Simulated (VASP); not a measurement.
# WSe2 (C2/m) in VASP: a series of runs

Runs on WSe2. Level: PBEsol. Tasks: single point.

Everything below comes from runs of VASP 6.6.1. Logs are shortened: lines on timing, memory, paths and dates and some standing lists are left out, and cuts for length are marked.

### Step 1. The cell of the first run

The structure is monoclinic, space group C2/m (No. 12). The conventional cell has a = 5.666 Å, b = 3.271 Å, c = 13.254 Å, α = 90.00°, β = 94.09°, γ = 90.00°. W (site symmetry m) has 6 Se at 2.52 Å and 6 W at 3.27 Å within 3.3 Å. Within 3.3 Å of Se (site symmetry m) lie 3 W at 2.52 Å and 6 Se at 3.27 Å. Within 3.3 Å of Se (site symmetry m) lie 3 W at 2.52 Å and 6 Se at 3.27 Å.

### Step 2. Single point, PBEsol

File INCAR:

```
SYSTEM = WSe2
ALGO = Normal
EDIFF = 1E-6
ENCUT = 520
GGA = PS
ISIF = 2
ISMEAR = 0
LASPH = .True.
LCHARG = .False.
LREAL = .False.
LWAVE = .False.
NBANDS = 35
NELM = 100
PREC = Accurate
SIGMA = 0.05
```

File KPOINTS:

```
k-points
0
Gamma
  9 9 2
  0 0 0
```

File POSCAR:

```
WSe2
1.0
   -3.2711504052      0.0000000000      0.0000000000
   -1.6355752026     -2.8328993505      0.0000000000
   -0.8179511588     -0.4722443217     13.2206689562
W Se
2 4
Direct
    0.2083083333      0.2083083333      0.7500000000
    0.6249916667      0.6249916667      0.2500000000
    0.3127648569      0.3127648569      0.1233861811
    0.5627481903      0.5627481903      0.6233861811
    0.2705518097      0.2705518097      0.3766138189
    0.5205351431      0.5205351431      0.8766138189
```

Potentials or basis: VASP PAW PBE potentials, release 64 (W_sv, Se).

Command:

```sh
cat potpaw_PBE.64/W_sv/POTCAR potpaw_PBE.64/Se/POTCAR > POTCAR
mpirun -np 1 vasp_std > vasp.out
```

OUTCAR:

```text
SYSTEM = WSe2
   EDIFF = 1E-6
   ENCUT = 520
   GGA = PS
   ISIF = 2
   ISMEAR = 0
   LASPH = .True.
   LREAL = .False.
   NELM = 100
   PREC = Accurate

 ion  position               nearest neighbor table
   1  0.208  0.208  0.750-   6 2.52   6 2.52   4 2.52   4 2.52   4 2.52   6 2.52
   2  0.625  0.625  0.250-   3 2.52   3 2.52   5 2.52   5 2.52   5 2.52   3 2.52
   3  0.313  0.313  0.123-   2 2.52   2 2.52   2 2.52
   4  0.563  0.563  0.623-   1 2.52   1 2.52   1 2.52
   5  0.271  0.271  0.377-   2 2.52   2 2.52   2 2.52
   6  0.521  0.521  0.877-   1 2.52   1 2.52   1 2.52

  LATTYP: Found a base centered monoclinic cell.
 ALAT       =     5.6657987010
 B/A-ratio  =     0.5773502692
 C/A-ratio  =     2.3393636092
 COS(beta)  =    -0.0712586959

  Lattice vectors:

 A1 = (   3.2711504052,   0.0000000000,   0.0000000000)
 A2 = (   1.6355752026,   2.8328993505,   0.0000000000)
 A3 = (  -0.8179511588,  -0.4722443217,  13.2206689562)

Analysis of symmetry for initial positions (statically):
=====================================================================
 Subroutine PRICEL returns:
 Original cell was already a primitive cell.

 Routine SETGRP: Setting up the symmetry group for a
 base centered monoclinic supercell.

 Subroutine GETGRP returns: Found  4 space group operations
 (whereof  2 operations were pure point group operations)
 out of a pool of  4 trial point group operations.

The static configuration has the point symmetry C_1h.
 The point group associated with its full space group is C_2h.

Analysis of symmetry for dynamics (positions and initial velocities):
=====================================================================
 Subroutine PRICEL returns:
 Original cell was already a primitive cell.

 Routine SETGRP: Setting up the symmetry group for a
 base centered monoclinic supercell.

 Subroutine GETGRP returns: Found  4 space group operations
 (whereof  2 operations were pure point group operations)
 out of a pool of  4 trial point group operations.

The dynamic configuration has the point symmetry C_1h.
 The point group associated with its full space group is C_2h.

 Subroutine INISYM returns: Found  4 space group operations
 (whereof  2 operations are pure point group operations),
 and found     1 'primitive' translations

----------------------------------------------------------------------------------------

                                     Primitive cell

  volume of cell :     122.5138

  direct lattice vectors                    reciprocal lattice vectors
    -3.271150405  0.000000000  0.000000000    -0.305702849  0.176497622 -0.012609044
    -1.635575203 -2.832899350  0.000000000     0.000000000 -0.352995245 -0.012609044
    -0.817951159 -0.472244322 13.220668956     0.000000000  0.000000000  0.075639138

  length of vectors
     3.271150405  3.271150405 13.254363298     0.353220372  0.353220372  0.075639138

  position of ions in fractional coordinates (direct lattice)
     0.208308333  0.208308333  0.750000000
     0.624991667  0.624991667  0.250000000
     0.312764857  0.312764857  0.123386181
     0.562748190  0.562748190  0.623386181
     0.270551810  0.270551810  0.376613819
     0.520535143  0.520535143  0.876613819

  ion indices of the primitive-cell ions
   primitive index   ion index
                 1           1
                 2           2
                 3           3
                 4           4
                 5           5
                 6           6

----------------------------------------------------------------------------------------

 KPOINTS: k-points

Automatic generation of k-mesh.
 Grid dimensions read from file:
 generate k-points for:    9    9    2

 Generating k-lattice:

  Cartesian coordinates                     Fractional coordinates (reciprocal lattice)
    -0.033966983  0.019610847 -0.001401005     0.111111111 -0.000000000 -0.000000000
     0.000000000 -0.039221694 -0.001401005     0.000000000  0.111111111  0.000000000
     0.000000000  0.000000000  0.037819569     0.000000000  0.000000000  0.500000000

  Length of vectors
     0.039246708  0.039246708  0.037819569

  Shift w.r.t. Gamma in fractional coordinates (k-lattice)
     0.000000000  0.000000000  0.000000000

 Subroutine IBZKPT returns following result:
 ===========================================

 Found     50 irreducible k-points:

 Following reciprocal coordinates:
            Coordinates               Weight
  0.000000  0.000000  0.000000      1.000000
  0.111111 -0.000000  0.000000      4.000000
  0.222222 -0.000000  0.000000      4.000000
  0.333333 -0.000000 -0.000000      4.000000
  0.444444 -0.000000  0.000000      4.000000
  0.111111  0.111111  0.000000      2.000000
[... 16 lines left out ...]
 -0.333333  0.333333  0.000000      2.000000
  0.444444  0.444444  0.000000      2.000000
 [... further k-points ...]
[... 33 lines left out ...]
   ISMEAR =     0;   SIGMA  =   0.05  broadening in eV -4-tet -1-fermi 0-gaus
   EFERMI_NEDOS =   21; number of points for ismear=-14 and -15
   IALGO  =     38    algorithm
   IMIX   =      4    mixing-type and parameters
     AMIX     =   0.40;   BMIX     =  1.00
     AMIX_MAG =   1.60;   BMIX_MAG =  1.00
  volume/ion in A,a.u.               =      20.42       137.79
  Fermi-wavevector in a.u.,A,eV,Ry     =   1.230309  2.324947 20.594602  1.513661
  Thomas-Fermi vector in A             =   2.365163
   LORBIT       =      0    0 simple, 1 ext, 2 COOP (PROOUT), +10 PAW based schemes
   GGA     = PS    functional components
   LHFCALC =     F    Hartree Fock is set to
   AEXX    =    0.0000 exact exchange contribution
   IVDW    =     0    specifies the selected vdW correction
   LEPSILON=     F    determine dielectric tensor
   LRPA    =     F    only Hartree local field effects (RPA)
 non-spin polarized calculation
 Gauss-broadening in eV      SIGMA  =   0.05
  energy-cutoff  :      520.00
  volume of cell :      122.51
 maximum number of plane-waves:      3342
   NGX = 13   NGY = 13   NGZ = 49

 number of electron      51.9999998 magnetization

 Free energy of the ion-electron system (eV)
  ---------------------------------------------------
  ext. energy  EPLUGINS =         0.00000000
  ---------------------------------------------------
  free energy    TOTEN  =       -46.49185246 eV

  energy without entropy =      -46.49185246  energy(sigma->0) =      -46.49185246

 E-fermi :   6.1988     XC(G=0): -10.8267

 val. band max:        5.9903340877   @ k =   0.0000   0.0000   0.0000
 cond. band min:       7.0878242069   @ k =  -0.2222   0.1111   0.0000
 fundamental gap:      1.0974901193
 Fermi energy:         6.1988128991

 k-point     1 :       0.0000    0.0000    0.0000
  band No.  band energies     occupation
      1     -68.2088      2.00000
      2     -68.2088      2.00000
      3     -32.4765      2.00000
      4     -32.4765      2.00000
      5     -32.3237      2.00000
      6     -32.3237      2.00000
[... 27 lines left out ...]
     34       9.0156      0.00000
     35      10.5227      0.00000

 k-point     2 :       0.1111   -0.0000    0.0000
  band No.  band energies     occupation
      1     -68.2075      2.00000
      2     -68.2075      2.00000
      3     -32.4708      2.00000
      4     -32.4708      2.00000
      5     -32.3530      2.00000
      6     -32.3530      2.00000
[... 27 lines left out ...]
     34       9.1208      0.00000
     35      11.4854      0.00000

 k-point     3 :       0.2222   -0.0000    0.0000
  band No.  band energies     occupation
      1     -68.2041      2.00000
      2     -68.2041      2.00000
      3     -32.4564      2.00000
      4     -32.4564      2.00000
      5     -32.4275      2.00000
      6     -32.4275      2.00000
[... 27 lines left out ...]
     34       9.7176      0.00000
     35      12.2711      0.00000
[... 723 lines left out ...]
 k-point    23 :      -0.3333    0.3333    0.0000
  band No.  band energies     occupation
      1     -68.1961      2.00000
      2     -68.1961      2.00000
      3     -32.5100      2.00000
      4     -32.5100      2.00000
      5     -32.4842      2.00000
      6     -32.4842      2.00000
[... 27 lines left out ...]
     34      10.9556      0.00000
     35      11.3792      0.00000

 k-point    24 :       0.4444    0.4444    0.0000
  band No.  band energies     occupation
      1     -68.1979      2.00000
      2     -68.1978      2.00000
      3     -32.5651      2.00000
      4     -32.5651      2.00000
      5     -32.4291      2.00000
      6     -32.4291      2.00000
[... 27 lines left out ...]
     34      10.2999      0.00000
     35      10.4445      0.00000

 [... further k-points ...]

------------------------ aborting loop because EDIFF is reached ----------------------------------------

  FORCE on cell =-STRESS in cart. coord.  units (eV):
  Direction    XX          YY          ZZ          XY          YZ          ZX
  --------------------------------------------------------------------------------------
  -------------------------------------------------------------------------------------
  Total        0.3418684      0.3506102      1.0848870     -0.0075707      0.2372726      0.4109682
  in kB        4.4707919      4.5851136     14.1876347     -0.0990055      3.1029377      5.3744458
  external PRESSURE =       7.7478467 kB  Pullay stress =       0.0000000 kB

 VOLUME and BASIS-vectors are now :
 -----------------------------------------------------------------------------
  energy-cutoff  :      520.00
  volume of cell :      122.51
      direct lattice vectors                 reciprocal lattice vectors
    -3.271150405  0.000000000  0.000000000    -0.305702849  0.176497622 -0.012609044
    -1.635575203 -2.832899350  0.000000000     0.000000000 -0.352995245 -0.012609044
    -0.817951159 -0.472244322 13.220668956     0.000000000  0.000000000  0.075639138

 POSITION                                       TOTAL-FORCE (eV/Angst)
 -----------------------------------------------------------------------------------
     -1.63558     -0.94430      9.91550        -0.037018     -0.021372     -0.023056
     -3.27115     -1.88860      3.30517         0.037018      0.021372      0.023056
     -1.63558     -0.94430      1.63125         0.063279      0.036534      0.079927
     -3.27115     -1.88860      8.24158         0.003772      0.002178     -0.068875
     -1.63558     -0.94430      4.97909        -0.003772     -0.002178      0.068875
     -3.27115     -1.88860     11.58942        -0.063279     -0.036534     -0.079927
 -----------------------------------------------------------------------------------
    total drift:                                0.000000      0.000000      0.000000

  FREE ENERGIE OF THE ION-ELECTRON SYSTEM (eV)
  ---------------------------------------------------
  free  energy   TOTEN  =       -46.4918524579 eV

  energy  without entropy=      -46.4918524579  energy(sigma->0) =      -46.49185246
```

Run time: 2.5 min. Hardware: 1 thread of Intel Xeon 6975P-C, shared host; peak memory 0.34 GiB.

Results:

```
Free energy            : -46.4919 eV
Pressure               : 0.8 GPa
Largest force          : 0.108 eV/Å
Band gap on the k mesh : 1.10 eV, indirect (least direct gap 1.61 eV)
```

Forces on the atoms (eV/Å):
```
W   -0.037 -0.021 -0.023
W    0.037  0.021  0.023
Se   0.063  0.037  0.080
Se   0.004  0.002 -0.069
Se  -0.004 -0.002  0.069
Se  -0.063 -0.037 -0.080
```

Stress tensor (GPa, compression positive):
```
 0.45 -0.01  0.54
-0.01  0.46  0.31
 0.54  0.31  1.42
```

Caveat: the PAW data sets were made with another functional, which shifts forces and pressure a little; spin-orbit coupling is left out, which moves the levels of the heavy elements; this functional lacks dispersion, which binds the layers, so the pressure and a relaxed spacing across them are unreliable.

### Step 3. Single point, PBEsol

This run uses another cell than the first one, of the same volume but with other edges.

File INCAR:

```
SYSTEM = WSe2
PREC = Accurate
ENCUT = 520
EDIFF = 1E-7
ISMEAR = 0
SIGMA = 0.05
LREAL = .FALSE.
LASPH = .TRUE.
NELM = 60
ALGO = Normal
ISIF = 2
LWAVE = .FALSE.
LCHARG = .FALSE.
GGA = PS
NBANDS = 35
```

File KPOINTS:

```
regular mesh
0
G
  9 9 2
  0 0 0
```

File POSCAR:

```
WSe2
1.0
   -3.2711504052      0.0000000000      0.0000000000
   -1.6355752026     -2.8328993505      0.0000000000
   -2.4533628039     -1.4164496753     13.2206689562
W Se
2 4
Direct
   -0.0416666667     -0.0416666667      0.7500000000
    0.5416666667      0.5416666667      0.2500000000
    0.2716402428      0.2716402428      0.1233861811
    0.3549735761      0.3549735761      0.6233861811
    0.1450264239      0.1450264239      0.3766138189
    0.2283597572      0.2283597572      0.8766138189
```

Potentials or basis: VASP PAW PBE potentials, release 64 (W_sv, Se).

Command:

```sh
cat potpaw_PBE.64/W_sv/POTCAR potpaw_PBE.64/Se/POTCAR > POTCAR
mpirun -np 1 vasp_std > vasp.out
```

It took 3 min on 1 thread of Intel Xeon 6975P-C, shared host; peak memory 0.36 GiB.

It converged, with:

- Free energy: -46.4822 eV
- Pressure: 0.8 GPa
- Largest force: 0.122 eV/Å
- Band gap on the k mesh: 1.11 eV, indirect (least direct gap 1.63 eV)

Forces on the atoms (eV/Å):
```
W    0.021  0.012 -0.017
W   -0.021 -0.012  0.017
Se  -0.054 -0.031  0.105
Se   0.000  0.000 -0.071
Se   0.000  0.000  0.071
Se   0.054  0.031 -0.105
```

Stress tensor (GPa, compression positive):
```
 0.58  0.11 -0.42
 0.11  0.45 -0.24
-0.42 -0.24  1.50
```

Levels at points of the mesh, in eV from the valence-band top:
```
           k point  band 24  band 25  band 26  band 27  band 28  band 29
(0.00, 0.00, 0.00)    -1.19    -1.15     0.00     2.77     2.77     2.77
(0.00, 0.00, 0.50)    -1.42    -0.28    -0.22     2.76     2.77     2.78
```

Caveat: the PAW data sets were made with another functional, which shifts forces and pressure a little; spin-orbit coupling is left out, which moves the levels of the heavy elements; this functional lacks dispersion, which binds the layers, so the pressure and a relaxed spacing across them are unreliable.

### Step 4. Single point, PBEsol

This run uses another cell than the first one, of the same volume but with other edges.

File INCAR:

```
SYSTEM = WSe2
ALGO = Normal
EDIFF = 1E-6
ENCUT = 520
GGA = PS
ISIF = 2
ISMEAR = 0
LASPH = .True.
LCHARG = .False.
LREAL = .False.
LWAVE = .False.
NBANDS = 35
NELM = 100
PREC = Accurate
SIGMA = 0.05
```

File KPOINTS:

```
k-points
0
Gamma
  9 9 2
  0 0 0
```

File POSCAR:

```
WSe2
1.0
   -3.2711504052      0.0000000000      0.0000000000
   -1.6355752026     -2.8328993505      0.0000000000
   -4.0887744490     -2.3606550288     13.2206689562
W Se
2 4
Direct
   -0.2916416667     -0.2916416667      0.7500000000
    0.4583416667      0.4583416667      0.2500000000
    0.2305156286      0.2305156286      0.1233861811
    0.1471989620      0.1471989620      0.6233861811
    0.0195010380      0.0195010380      0.3766138189
   -0.0638156286     -0.0638156286      0.8766138189
```

Command:

```sh
cat potpaw_PBE.64/W_sv/POTCAR potpaw_PBE.64/Se/POTCAR > POTCAR
mpirun -np 1 vasp_std > vasp.out
```

It took 3 min on 1 thread of Intel Xeon 6975P-C, shared host; peak memory 0.35 GiB.

Results (log left out):

| Property | Result |
| --- | --- |
| Free energy | -46.5255 eV |
| Pressure | 0.6 GPa |
| Largest force | 0.070 eV/Å |
| Band gap on the k mesh | 1.12 eV, indirect (least direct gap 1.61 eV) |

Forces in eV/Å, atoms in the order of the input:
```
W    0.014  0.008  0.003
W   -0.014 -0.008 -0.003
Se  -0.010 -0.006 -0.005
Se  -0.004 -0.002 -0.070
Se   0.004  0.002  0.070
Se   0.010  0.006  0.005
```

Stress tensor (GPa, compression positive):
```
 0.43 -0.08 -0.12
-0.08  0.52 -0.07
-0.12 -0.07  0.84
```

Levels at points of the mesh, in eV from the valence-band top:
```csv
k point,band 22,band 23,band 24,band 25,band 26,band 27,band 28,band 29,band 30,band 31
"(0.00, 0.00, 0.00)",-1.41,-1.40,-1.19,-1.11,0.00,2.74,2.79,2.80,2.86,2.89
"(0.00, 0.00, 0.50)",-1.42,-1.42,-1.41,-0.26,-0.24,2.74,2.78,2.81,2.83,2.93
```

Caveat: the PAW data sets were made with another functional, which shifts forces and pressure a little; spin-orbit coupling is left out, which moves the levels of the heavy elements; this functional lacks dispersion, which binds the layers, so the pressure and a relaxed spacing across them are unreliable.

### Step 5. Single point, PBEsol

File INCAR:

```
PREC = Accurate
ENCUT = 520
EDIFF = 1E-7
ISMEAR = 0
SIGMA = 0.05
LREAL = F
LASPH = T
NELM = 80
ALGO = Normal
ISIF = 2
LWAVE = F
LCHARG = F
GGA = PS
NBANDS = 35
```

File KPOINTS:

```
Automatic mesh
0
Gamma
  9 9 2
```

File POSCAR:

```
WSe2
1.0
   -3.2711504052      0.0000000000      0.0000000000
   -1.6355752026     -2.8328993505      0.0000000000
   -0.4087302431     -0.2359805159     13.2206689562
W Se
2 4
Direct
    0.2708583333      0.2708583333      0.7500000000
    0.6458416667      0.6458416667      0.2500000000
    0.3230552644      0.3230552644      0.1233861811
    0.6147385978      0.6147385978      0.6233861811
    0.3019614022      0.3019614022      0.3766138189
    0.5936447356      0.5936447356      0.8766138189
```

Command:

```sh
cat potpaw_PBE.64/W_sv/POTCAR potpaw_PBE.64/Se/POTCAR > POTCAR
mpirun -np 1 vasp_std > vasp.out
```

Wall time 2.9 min (1 thread of Intel Xeon 6975P-C, shared host); peak memory 0.34 GiB.

Results (log left out):

```yaml
Free_energy: -46.5354 eV
Pressure: 0.5 GPa
Largest_force: 0.067 eV/Å
Band_gap_on_the_k_mesh: 1.12 eV, indirect (least direct gap 1.60 eV)
```

Forces in eV/Å, atoms in the order of the input:
```
W   -0.023 -0.013 -0.005
W    0.023  0.013  0.005
Se   0.036  0.021 -0.029
Se   0.003  0.001 -0.067
Se  -0.003 -0.001  0.067
Se  -0.036 -0.021  0.029
```

Stress tensor (GPa, compression positive):
```
0.41 0.01 0.31
0.01 0.40 0.18
0.31 0.18 0.78
```

Levels at points of the mesh, in eV from the valence-band top:
| k point | band 22 | band 23 | band 24 | band 25 | band 26 | band 27 | band 28 | band 29 | band 30 | band 31 |
| --- | --- | --- | --- | --- | --- | --- | --- | --- | --- | --- |
| (0.00, 0.00, 0.00) | -1.40 | -1.40 | -1.18 | -1.10 | 0.00 | 2.77 | 2.80 | 2.81 | 2.85 | 2.91 |
| (0.00, 0.00, 0.50) | -1.42 | -1.42 | -1.41 | -0.25 | -0.24 | 2.78 | 2.78 | 2.81 | 2.83 | 2.97 |

Caveat: the PAW data sets were made with another functional, which shifts forces and pressure a little; spin-orbit coupling is left out, which moves the levels of the heavy elements; this functional lacks dispersion, which binds the layers, so the pressure and a relaxed spacing across them are unreliable.

### Step 6. Summary

```csv
cell,gap on the mesh (eV),pressure (GPa),largest force (eV/Å)
"a = 3.271, b = 3.271, c = 13.254 Å, angles 86.5, 86.5, 60.0°, 6 atoms",1.10,0.8,0.11
"a = 3.271, b = 3.271, c = 13.521 Å, angles 79.5, 79.5, 60.0°, 6 atoms",1.11,0.8,0.12
"a = 3.271, b = 3.271, c = 14.038 Å, angles 73.1, 73.1, 60.0°, 6 atoms",1.12,0.6,0.07
"a = 3.271, b = 3.271, c = 13.229 Å, angles 88.2, 88.2, 60.0°, 6 atoms",1.12,0.5,0.07
```

Alike in all rows: task single point; level PBEsol; potentials or basis VASP PAW PBE potentials, release 64 (W_sv, Se); no spin polarisation; k mesh 9 × 9 × 2; cutoff (eV) 520; smearing gaussian 0.05 eV.

Caveats: the PAW data sets were made with another functional, which shifts forces and pressure a little; spin-orbit coupling is left out, which moves the levels of the heavy elements; this functional lacks dispersion, which binds the layers, so the pressure and a relaxed spacing across them are unreliable.

Total energies depend on the potentials used, so only differences within one code and one set of settings carry meaning.
